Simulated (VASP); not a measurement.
# TaN (P6_3mc) in VASP: further runs, part 2 of 3

VASP 6.6.1. Earlier steps stand in the parts before.

## (3) Electric field gradients, LDA (volume scaled by 0.99)

The input, INCAR:

```
SYSTEM = TaN
PREC = Accurate
ENCUT = 520
EDIFF = 1E-8
ISMEAR = -1
SIGMA = 0.03
LREAL = .FALSE.
LASPH = .TRUE.
NELM = 80
ALGO = Normal
ISIF = 2
LWAVE = .FALSE.
LCHARG = .FALSE.
GGA = CA
LEFG = .TRUE.
NBANDS = 24
```

The input, KPOINTS:

```
regular mesh
0
G
  9 9 5
  0 0 0
```

The input, POSCAR:

```
TaN
1.0
    3.0398003418      0.0000000000      0.0000000000
   -1.5199001709      2.6325443184      0.0000000000
    0.0000000000      0.0000000000      4.9234781375
Ta N
2 2
Direct
    0.3333333333      0.6666666667      0.0000000000
    0.6666666667      0.3333333333      0.5000000000
    0.3333333333      0.6666666667      0.3850000000
    0.6666666667      0.3333333333      0.8850000000
```

Potentials or basis: VASP PAW LDA potentials, release 64 (Ta_pv, N).

Run with:

```console
$ cat potpaw_LDA.64/Ta_pv/POTCAR potpaw_LDA.64/N/POTCAR > POTCAR
$ mpirun -np 1 vasp_std > vasp.out
```

OUTCAR:

```text
SYSTEM = TaN
   PREC = Accurate
   ENCUT = 520
   EDIFF = 1E-8
   ISMEAR = -1
   LREAL = .FALSE.
   LASPH = .TRUE.
   NELM = 80
   ISIF = 2
   GGA = CA

 ion  position               nearest neighbor table
   1  0.333  0.667  0.000-   4 1.84   4 1.84   4 1.84   3 1.90   2 3.02   2 3.02   2 3.02   2 3.02
                             2 3.02   2 3.02
   2  0.667  0.333  0.500-   3 1.84   3 1.84   3 1.84   4 1.90   1 3.02   1 3.02   1 3.02   1 3.02
                             1 3.02   1 3.02
   3  0.333  0.667  0.385-   2 1.84   2 1.84   2 1.84   1 1.90
   4  0.667  0.333  0.885-   1 1.84   1 1.84   1 1.84   2 1.90

  LATTYP: Found a hexagonal cell.
 ALAT       =     3.0398003418
 C/A-ratio  =     1.6196715520

  Lattice vectors:

 A1 = (   3.0398003418,   0.0000000000,   0.0000000000)
 A2 = (  -1.5199001709,   2.6325443184,   0.0000000000)
 A3 = (   0.0000000000,   0.0000000000,   4.9234781375)

Analysis of symmetry for initial positions (statically):
=====================================================================
 Subroutine PRICEL returns:
[... 856 lines left out ...]
      1.51990      0.87751      2.46174        -0.000000      0.000000      2.265864
     -0.00000      1.75503      1.89554        -0.000000      0.000000     -2.265864
      1.51990      0.87751      4.35728         0.000000     -0.000000     -2.265864
 -----------------------------------------------------------------------------------
    total drift:                               -0.000000      0.000000      0.000480

  FREE ENERGIE OF THE ION-ELECTRON SYSTEM (eV)
  ---------------------------------------------------
  free  energy   TOTEN  =       -42.6884790495 eV

  energy  without entropy=      -42.6812299272  energy(sigma->0) =      -42.68485449

 Electric field gradients (V/A^2)
---------------------------------------------------------------------
 ion       V_xx      V_yy      V_zz      V_xy      V_xz      V_yz
---------------------------------------------------------------------
   1     -63.139   -63.139   126.278    -0.000     0.000    -0.000
   2     -63.139   -63.139   126.278    -0.000    -0.000     0.000
   3      -5.445    -5.445    10.890     0.000     0.000    -0.000
   4      -5.445    -5.445    10.890     0.000    -0.000     0.000
---------------------------------------------------------------------

 Electric field gradients after diagonalization (V/A^2)
 (convention: |V_zz| > |V_xx| > |V_yy|)
----------------------------------------------------------------------
 ion       V_xx      V_yy      V_zz     asymmetry (V_yy - V_xx)/ V_zz
----------------------------------------------------------------------
   1     -63.139   -63.139   126.278       0.000
   2     -63.139   -63.139   126.278       0.000
   3      -5.445    -5.445    10.890       0.000
   4      -5.445    -5.445    10.890       0.000
----------------------------------------------------------------------

           NMR quadrupolar parameters

 Cq : quadrupolar parameter    Cq=e*Q*V_zz/h
 eta: asymmetry parameters     (V_yy - V_xx)/ V_zz
 Q  : nuclear electric quadrupole moment in mb (millibarn)
----------------------------------------------------------------------
 ion       Cq(MHz)       eta       Q (mb)
----------------------------------------------------------------------
   1       0.305       0.000       1.000
   2       0.305       0.000       1.000
   3       0.026       0.000       1.000
   4       0.026       0.000       1.000
----------------------------------------------------------------------
```

OSZICAR:

```text
N       E                     dE             d eps       ncg     rms          rms(c)
DAV:   1     0.283204890254E+03    0.28320E+03   -0.17689E+04  1736   0.144E+03
DAV:   2    -0.363404635204E+02   -0.31955E+03   -0.30443E+03  2080   0.422E+02
DAV:   3    -0.499884883028E+02   -0.13648E+02   -0.13478E+02  2120   0.852E+01
DAV:   4    -0.501026797407E+02   -0.11419E+00   -0.11415E+00  1936   0.817E+00
DAV:   5    -0.501038807815E+02   -0.12010E-02   -0.12008E-02  2208   0.747E-01    0.604E+01
DAV:   6    -0.428904956390E+02    0.72134E+01   -0.24790E+01  1752   0.382E+01    0.258E+01
DAV:   7    -0.427427242457E+02    0.14777E+00   -0.88160E-01  2048   0.729E+00    0.136E+01
DAV:   8    -0.426913562286E+02    0.51368E-01   -0.50079E-02  1976   0.169E+00    0.107E+00
DAV:   9    -0.426884652349E+02    0.28910E-02   -0.81273E-03  1968   0.647E-01    0.184E-01
DAV:  10    -0.426884947996E+02   -0.29565E-04   -0.33106E-04  2104   0.144E-01    0.364E-02
DAV:  11    -0.426884793071E+02    0.15493E-04   -0.55823E-05  2016   0.558E-02    0.109E-02
DAV:  12    -0.426884790712E+02    0.23587E-06   -0.28461E-06  2048   0.144E-02    0.491E-03
DAV:  13    -0.426884790605E+02    0.10659E-07   -0.15662E-07  2088   0.302E-03    0.274E-03
DAV:  14    -0.426884790503E+02    0.10274E-07   -0.28057E-08  1656   0.138E-03    0.569E-04
DAV:  15    -0.426884790495E+02    0.74397E-09   -0.45529E-09  1088   0.528E-04
   1 F= -.42688479E+02 E0= -.42684854E+02  d E =-.724912E-02
```

It took 28 s on 1 thread of Intel Xeon Platinum 8488C (Sapphire Rapids), shared host; peak memory 0.16 GiB.

Results:

* Free energy: -42.6885 eV
* Pressure: 129.6 GPa
* Largest force: 2.266 eV/Å
* Band gap on the k mesh: zero (band 16 reaches 10.28 eV, above the bottom of band 17 at 8.08 eV)

Forces in eV/Å, atoms in the order of the input:
```
Ta   0.000  0.000  2.266
Ta   0.000  0.000  2.266
N    0.000  0.000 -2.266
N    0.000  0.000 -2.266
```

Stress tensor (GPa, compression positive):
```
138.54   0.00   0.00
  0.00 138.54   0.00
  0.00   0.00 111.80
```

Electric field gradients, principal values (V/Å²):
```
atom    least   middle  greatest (by size)
1 Ta  -63.139  -63.139             126.278
2 Ta  -63.139  -63.139             126.278
 3 N   -5.445   -5.445              10.890
 4 N   -5.445   -5.445              10.890
```

Caveat: without QUAD_EFG the Cq values of the log hold for a quadrupole moment of 1 mb, not for the nuclei; spin-orbit coupling is left out, which moves the levels of the heavy elements; forces of over 1 eV/Å act on the atoms, so gaps and moduli don't describe the material at rest.

## (4) Electric field gradients, LDA (volume scaled by 0.99)

The input, INCAR:

```
PREC = Accurate
ENCUT = 520
EDIFF = 1E-8
ISMEAR = -1
SIGMA = 0.03
LREAL = F
LASPH = T
NELM = 80
ALGO = Normal
ISIF = 2
LWAVE = F
LCHARG = F
GGA = CA
LEFG = T
NBANDS = 24
```

The input, KPOINTS:

```
regular mesh
0
Gamma
  9 9 5
```

POSCAR is that of step 3.

Potentials or basis: VASP PAW LDA potentials, release 64 (Ta_pv, N).

Run with:

```console
$ cat potpaw_LDA.64/Ta_pv/POTCAR potpaw_LDA.64/N/POTCAR > POTCAR
$ mpirun -np 1 vasp_std > vasp.out
```

OUTCAR:

```text
PREC = Accurate
   ENCUT = 520
   EDIFF = 1E-8
   ISMEAR = -1
   LREAL = F
   LASPH = T
   NELM = 80
   ISIF = 2
   GGA = CA

 ion  position               nearest neighbor table
   1  0.333  0.667  0.000-   4 1.84   4 1.84   4 1.84   3 1.90   2 3.02   2 3.02   2 3.02   2 3.02
                             2 3.02   2 3.02
   2  0.667  0.333  0.500-   3 1.84   3 1.84   3 1.84   4 1.90   1 3.02   1 3.02   1 3.02   1 3.02
                             1 3.02   1 3.02
   3  0.333  0.667  0.385-   2 1.84   2 1.84   2 1.84   1 1.90
   4  0.667  0.333  0.885-   1 1.84   1 1.84   1 1.84   2 1.90

  LATTYP: Found a hexagonal cell.
 ALAT       =     3.0398003418
 C/A-ratio  =     1.6196715520

  Lattice vectors:

 A1 = (   3.0398003418,   0.0000000000,   0.0000000000)
 A2 = (  -1.5199001709,   2.6325443184,   0.0000000000)
 A3 = (   0.0000000000,   0.0000000000,   4.9234781375)

Analysis of symmetry for initial positions (statically):
=====================================================================
 Subroutine PRICEL returns:
 Original cell was already a primitive cell.

 Routine SETGRP: Setting up the symmetry group for a
 hexagonal supercell.

 Subroutine GETGRP returns: Found 12 space group operations
 (whereof  6 operations were pure point group operations)
 out of a pool of 24 trial point group operations.

The static configuration has the point symmetry C_3v.
 The point group associated with its full space group is C_6v.

Analysis of symmetry for dynamics (positions and initial velocities):
=====================================================================
[... 175 lines left out ...]
      4     -24.8429      2.00000
      5     -24.8429      2.00000
      6     -24.7711      2.00000
[... 637 lines left out ...]
     23      17.5136      0.00000
     24      17.5136      0.00000

 [... further k-points ...]
[... 5 lines left out ...]
  --------------------------------------------------------------------------------------
  -------------------------------------------------------------------------------------
  Total       34.0679663     34.0679663     27.4936724      0.0000000      0.0000000      0.0000000
  in kB     1385.3644100   1385.3644099   1118.0225703      0.0000000      0.0000000      0.0000000
  external PRESSURE =    1296.2504634 kB  Pullay stress =       0.0000000 kB

 VOLUME and BASIS-vectors are now :
 -----------------------------------------------------------------------------
  energy-cutoff  :      520.00
  volume of cell :       39.40
      direct lattice vectors                 reciprocal lattice vectors
     3.039800342  0.000000000  0.000000000     0.328968974  0.189930326  0.000000000
    -1.519900171  2.632544318  0.000000000     0.000000000  0.379860652  0.000000000
     0.000000000  0.000000000  4.923478138     0.000000000  0.000000000  0.203108447

 POSITION                                       TOTAL-FORCE (eV/Angst)
 -----------------------------------------------------------------------------------
     -0.00000      1.75503      0.00000         0.000000     -0.000000      2.265864
      1.51990      0.87751      2.46174        -0.000000      0.000000      2.265864
     -0.00000      1.75503      1.89554        -0.000000      0.000000     -2.265864
      1.51990      0.87751      4.35728         0.000000     -0.000000     -2.265864
 -----------------------------------------------------------------------------------
    total drift:                               -0.000000      0.000000      0.000480

  FREE ENERGIE OF THE ION-ELECTRON SYSTEM (eV)
  ---------------------------------------------------
  free  energy   TOTEN  =       -42.6884790495 eV

  energy  without entropy=      -42.6812299272  energy(sigma->0) =      -42.68485449

 Electric field gradients (V/A^2)
---------------------------------------------------------------------
 ion       V_xx      V_yy      V_zz      V_xy      V_xz      V_yz
---------------------------------------------------------------------
   1     -63.139   -63.139   126.278    -0.000     0.000    -0.000
   2     -63.139   -63.139   126.278    -0.000    -0.000     0.000
   3      -5.445    -5.445    10.890     0.000     0.000    -0.000
   4      -5.445    -5.445    10.890     0.000    -0.000     0.000
---------------------------------------------------------------------

 Electric field gradients after diagonalization (V/A^2)
 (convention: |V_zz| > |V_xx| > |V_yy|)
----------------------------------------------------------------------
 ion       V_xx      V_yy      V_zz     asymmetry (V_yy - V_xx)/ V_zz
----------------------------------------------------------------------
   1     -63.139   -63.139   126.278       0.000
   2     -63.139   -63.139   126.278       0.000
   3      -5.445    -5.445    10.890       0.000
   4      -5.445    -5.445    10.890       0.000
----------------------------------------------------------------------

           NMR quadrupolar parameters

 Cq : quadrupolar parameter    Cq=e*Q*V_zz/h
 eta: asymmetry parameters     (V_yy - V_xx)/ V_zz
 Q  : nuclear electric quadrupole moment in mb (millibarn)
----------------------------------------------------------------------
 ion       Cq(MHz)       eta       Q (mb)
----------------------------------------------------------------------
   1       0.305       0.000       1.000
   2       0.305       0.000       1.000
   3       0.026       0.000       1.000
   4       0.026       0.000       1.000
----------------------------------------------------------------------
```

Wall time 32 s (1 thread of Intel Xeon Platinum 8488C (Sapphire Rapids), shared host); peak memory 0.15 GiB.

What came out:

- Free energy: -42.6885 eV
- Pressure: 129.6 GPa
- Largest force: 2.266 eV/Å
- Band gap on the k mesh: zero (band 16 reaches 10.28 eV, above the bottom of band 17 at 8.08 eV)

Forces in eV/Å, atoms in the order of the input:
```
Ta   0.000  0.000  2.266
Ta   0.000  0.000  2.266
N    0.000  0.000 -2.266
N    0.000  0.000 -2.266
```

Stress tensor (GPa, compression positive):
```
138.54   0.00   0.00
  0.00 138.54   0.00
  0.00   0.00 111.80
```

Electric field gradients, principal values (V/Å²):
| atom | least | middle | greatest (by size) |
| --- | --- | --- | --- |
| 1 Ta | -63.139 | -63.139 | 126.278 |
| 2 Ta | -63.139 | -63.139 | 126.278 |
| 3 N | -5.445 | -5.445 | 10.890 |
| 4 N | -5.445 | -5.445 | 10.890 |

Caveat: without QUAD_EFG the Cq values of the log hold for a quadrupole moment of 1 mb, not for the nuclei; spin-orbit coupling is left out, which moves the levels of the heavy elements; forces of over 1 eV/Å act on the atoms, so gaps and moduli don't describe the material at rest.

(Continued in part 3 of 3.)
